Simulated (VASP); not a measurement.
# KF (F-43m) in VASP: notebook

KF is run at these levels: PBE; tasks: vibrations by perturbation theory, elastic constants.

Program: VASP 6.6.1. These are calculated values, not measurements. Logs are shortened: lines on timing, memory, paths and dates and some standing lists are left out, and cuts for length are marked.

## 1. The cell of the first run

Symmetry: F-43m, No. 216, cubic system. Conventional cell: a = 5.951 Å, b = 5.951 Å, c = 5.951 Å, α = 90.00°, β = 90.00°, γ = 90.00°. Within 3.4 Å of K (site symmetry -43m) lie 4 F at 2.58 Å. F (site symmetry -43m) has 4 K at 2.58 Å within 3.4 Å.

## 2. Vibrations by perturbation theory, PBE

INCAR reads:

```
SYSTEM = KF
ALGO = Normal ; EDIFF = 1E-8
ENCUT = 520 ; GGA = PE
IBRION = 8 ; ISIF = 2
ISMEAR = 0 ; LASPH = .True.
LCHARG = .False. ; LEPSILON = .True.
LREAL = .False. ; LWAVE = .False.
NBANDS = 15 ; NELM = 100
NSW = 1 ; PREC = Accurate
SIGMA = 0.01
```

KPOINTS reads:

```
k-points
0
Gamma
  8 8 8
  0 0 0
```

POSCAR reads:

```
KF
1.0
    0.0000000000      2.9757263592      2.9757263592
    2.9757263592      0.0000000000      2.9757263592
    2.9757263592      2.9757263592      0.0000000000
K F
1 1
Direct
    0.7500000000      0.7500000000      0.7500000000
    0.0000000000      0.0000000000      0.0000000000
```

Potentials or basis: VASP PAW PBE potentials, release 64 (K_sv, F).

The run is started by

```console
cat potpaw_PBE.64/K_sv/POTCAR potpaw_PBE.64/F/POTCAR > POTCAR
mpirun -np 1 vasp_std > vasp.out
```

OUTCAR:

```text
SYSTEM = KF
   EDIFF = 1E-8
   ENCUT = 520
   GGA = PE
   IBRION = 8
   ISIF = 2
   ISMEAR = 0
   LASPH = .True.
   LEPSILON = .True.
   LREAL = .False.
   NELM = 100
   NSW = 1
   PREC = Accurate

 ion  position               nearest neighbor table
   1  0.750  0.750  0.750-   2 2.58   2 2.58   2 2.58   2 2.58
   2  0.000  0.000  0.000-   1 2.58   1 2.58   1 2.58   1 2.58

  LATTYP: Found a face centered cubic cell.
 ALAT       =     5.9514527184

  Lattice vectors:

 A1 = (   0.0000000000,   2.9757263592,   2.9757263592)
 A2 = (   2.9757263592,   0.0000000000,   2.9757263592)
 A3 = (   2.9757263592,   2.9757263592,   0.0000000000)

Analysis of symmetry for initial positions (statically):
=====================================================================
 Subroutine PRICEL returns:
 Original cell was already a primitive cell.

 Routine SETGRP: Setting up the symmetry group for a
 face centered cubic supercell.

 Subroutine GETGRP returns: Found 24 space group operations
 (whereof 24 operations were pure point group operations)
 out of a pool of 48 trial point group operations.

The static configuration has the point symmetry T_d .

Analysis of symmetry for dynamics (positions and initial velocities):
=====================================================================
 Subroutine PRICEL returns:
 Original cell was already a primitive cell.

 Routine SETGRP: Setting up the symmetry group for a
 face centered cubic supercell.

 Subroutine GETGRP returns: Found 24 space group operations
 (whereof 24 operations were pure point group operations)
 out of a pool of 48 trial point group operations.

The dynamic configuration has the point symmetry T_d .

 Subroutine INISYM returns: Found 24 space group operations
 (whereof 24 operations are pure point group operations),
 and found     1 'primitive' translations

[... 664 lines left out ...]
     0.00000 -2.45440 -0.00164

 MACROSCOPIC STATIC DIELECTRIC TENSOR (including local field effects in DFT)
 ------------------------------------------------------
           1.724500    -0.000000     0.000000
           0.000000     1.724500     0.000000
           0.000000     0.000000     1.724500
 ------------------------------------------------------

 PIEZOELECTRIC TENSOR (including local field effects)  for field in x, y, z        (e  Angst)
          XX          YY          ZZ          XY          YZ          ZX
  --------------------------------------------------------------------------------
  x     0.00000    -0.00000     0.00000     0.00000    -0.37899     0.00000
  y     0.00000    -0.00000     0.00000     0.00000     0.00000    -0.37899
  z    -0.00000     0.00000    -0.00000    -0.37899     0.00000     0.00000

 PIEZOELECTRIC TENSOR (including local field effects)  for field in x, y, z        (C/m^2)
          XX          YY          ZZ          XY          YZ          ZX
  --------------------------------------------------------------------------------
  x     0.00000    -0.00000     0.00000     0.00000    -0.11522     0.00000
  y     0.00000    -0.00000     0.00000     0.00000     0.00000    -0.11522
  z    -0.00000     0.00000    -0.00000    -0.11522     0.00000     0.00000

 BORN EFFECTIVE CHARGES (including local field effects) (in |e|, cummulative output)
 ---------------------------------------------------------------------------------
 ion    1
    1     1.07662     0.00000     0.00000
    2     0.00000     1.07662    -0.00000
    3     0.00000    -0.00000     1.07662
 ion    2
    1    -1.07662     0.00000     0.00000
    2     0.00000    -1.07662     0.00000
    3    -0.00000     0.00000    -1.07662

 INTERNAL STRAIN TENSOR FOR ION    2 for displacements in x,y,z  (eV/Angst):
          X           Y           Z          XY          YZ          ZX
  --------------------------------------------------------------------------------
  x     0.00000     0.00000     0.00000     0.00000    -2.45440     0.00000
  y     0.00000     0.00000     0.00000     0.00000     0.00000    -2.45440
  z     0.00000     0.00000     0.00000    -2.45440     0.00000     0.00000

 SECOND DERIVATIVES (NOT SYMMETRIZED)
 ------------------------------------
               1X          1Y          1Z          2X          2Y          2Z
  1X    -1.931683    0.000000    0.000000    1.931683    0.000000    0.000000
  1Y     0.000000   -1.931683    0.000000    0.000000    1.931683    0.000000
  1Z     0.000000    0.000000   -1.931683    0.000000    0.000000    1.931683
  2X     1.956963    0.000000    0.000000   -1.956963    0.000000    0.000000
  2Y     0.000000    1.956963    0.000000    0.000000   -1.956963    0.000000
  2Z     0.000000    0.000000    1.956963    0.000000    0.000000   -1.956963

 Eigenvectors and eigenvalues of the dynamical matrix
 ----------------------------------------------------

   1 f  =    6.103329 THz    38.348344 2PiTHz  203.585128 cm-1    25.241327 meV
             X         Y         Z           dx          dy          dz
      4.463590  4.463590  4.463590     0.000000    0.569349    0.000000
      0.000000  0.000000  0.000000    -0.000000   -0.822096    0.000000
[... 21 lines left out ...]
   6 f/i=    0.018572 THz     0.116690 2PiTHz    0.619490 cm-1     0.076807 meV
             X         Y         Z           dx          dy          dz
      4.463590  4.463590  4.463590    -0.756447    0.321914    0.000000
      0.000000  0.000000  0.000000    -0.523884    0.222944    0.000000

--------------------------------------------------------------------------------------------------------

 MACROSCOPIC STATIC DIELECTRIC TENSOR IONIC CONTRIBUTION
 ------------------------------------------------------
           2.046938     0.000000     0.000000
           0.000000     2.046938    -0.000000
           0.000000    -0.000000     2.046938
 ------------------------------------------------------

 ELASTIC MODULI CONTR FROM IONIC RELAXATION (kBar)
 Direction    XX          YY          ZZ          XY          YZ          ZX
 --------------------------------------------------------------------------------
 XX          -0.0000      0.0000      0.0000      0.0000      0.0000      0.0000
 YY           0.0000     -0.0000      0.0000      0.0000      0.0000      0.0000
 ZZ           0.0000      0.0000     -0.0000      0.0000      0.0000      0.0000
 XY           0.0000      0.0000      0.0000    -93.3104      0.0000      0.0000
 YZ           0.0000      0.0000      0.0000      0.0000    -93.3104      0.0000
 ZX           0.0000      0.0000      0.0000      0.0000      0.0000    -93.3104
 --------------------------------------------------------------------------------

 PIEZOELECTRIC TENSOR IONIC CONTR  for field in x, y, z        (C/m^2)
          XX          YY          ZZ          XY          YZ          ZX
  --------------------------------------------------------------------------------
  x    -0.00000     0.00000     0.00000     0.00000     0.41123     0.00000
  y     0.00000    -0.00000     0.00000    -0.00000     0.00000     0.41123
  z    -0.00000     0.00000    -0.00000     0.41123     0.00000    -0.00000
```

OSZICAR:

```text
N       E                     dE             d eps       ncg     rms          rms(c)
DAV:   1     0.944870411214E+02    0.94487E+02   -0.72649E+03   870   0.949E+02
[... 238 lines left out ...]
RMM:  10    -0.538248353945E+00   -0.24021E-06    0.95523E-08  7091   0.321E-04    0.512E-05
RMM:  11    -0.538248007097E+00    0.34685E-06    0.56438E-09  6965   0.157E-04    0.118E-05
RMM:  12    -0.538247980328E+00    0.26769E-07   -0.17392E-08  7309   0.719E-05    0.967E-06
RMM:  13    -0.538247968818E+00    0.11510E-07    0.12595E-08  6996   0.342E-05    0.773E-06
RMM:  14    -0.538247957079E+00    0.11739E-07    0.87179E-09  6723   0.197E-05    0.130E-05
RMM:  15    -0.538247928057E+00    0.29022E-07   -0.29090E-09  6743   0.108E-05    0.297E-06
RMM:  16    -0.538247928689E+00   -0.63201E-09   -0.18395E-09  6588   0.566E-06    0.244E-06
 Linear response finished
```

Wall time 5 min (1 thread of Intel Xeon 6975P-C (Granite Rapids), shared host); peak memory 0.33 GiB.

Results:

```yaml
Electronic_dielectric_tensor_diagonal: 1.72
Born_charges_mean_of_the_diagonal: K +1.08; F -1.08 e
Highest_phonon_frequency_at_Γ_LO-TO_splitting_left_out: 204 cm⁻¹
```

Phonon frequencies in cm⁻¹ (negative: imaginary):
```tsv
q point	frequencies
(0.000, 0.000, 0.000)	-1 -1 -1 204 204 204
```

Electronic dielectric tensor:
```
1.72 0.00 0.00
0.00 1.72 0.00
0.00 0.00 1.72
```

Born effective charge tensors (e):
atom 1, K
```
1.08 0.00 0.00
0.00 1.08 0.00
0.00 0.00 1.08
```
atom 2, F
```
-1.08  0.00  0.00
 0.00 -1.08  0.00
 0.00  0.00 -1.08
```

## 3. Elastic constants, PBE

INCAR reads:

```
ALGO     = Normal         # electronic algorithm
EDIFF    = 1E-8           # SCF threshold, eV
ENCUT    = 600            # plane-wave cutoff, eV
GGA      = PE             # functional
IBRION   = 6              # ionic algorithm
ISIF     = 3              # what is computed and relaxed
ISMEAR   = 0              # smearing method
LASPH    = True           # aspherical terms in the spheres
LCHARG   = False          # write CHGCAR
LREAL    = False          # projectors in reciprocal space
LWAVE    = False          # write WAVECAR
NBANDS   = 15             # bands
NELM     = 80             # most SCF steps
NFREE    = 2            
NSW      = 1              # ionic steps
POTIM    = 0.015          # step
PREC     = Accurate       # precision mode
SIGMA    = 0.01           # smearing width, eV
```

KPOINTS reads:

```
k-points
0
Gamma
  8 8 8
```

POSCAR is that of step 2.

Potentials or basis: VASP PAW PBE potentials, release 64 (K_sv, F).

The run is started by

```console
cat potpaw_PBE.64/K_sv/POTCAR potpaw_PBE.64/F/POTCAR > POTCAR
mpirun -np 1 vasp_std > vasp.out
```

It took 9.1 min on 1 thread of Intel Xeon 6975P-C (Granite Rapids), shared host; peak memory 0.38 GiB.

Results (log left out):

* Elastic constants C11, C12, C44: 22, 20, 7 GPa
* Voigt bulk modulus: 20 GPa
* Highest phonon frequency at Γ, LO-TO splitting left out: 203 cm⁻¹

Phonon frequencies in cm⁻¹ (negative: imaginary):
| q point | frequencies |
| --- | --- |
| (0.000, 0.000, 0.000) | 0 0 0 203 203 203 |

Elastic tensor in Voigt notation (GPa, in the Cartesian axes of the cell as first typed):
```
22 20 20  0  0  0
20 22 20  0  0  0
20 20 22  0  0  0
 0  0  0  7  0  0
 0  0  0  0  7  0
 0  0  0  0  0  7
```

Clamped-ion elastic tensor (GPa):
```
22 20 20  0  0  0
20 22 20  0  0  0
20 20 22  0  0  0
 0  0  0 16  0  0
 0  0  0  0 16  0
 0  0  0  0  0 16
```
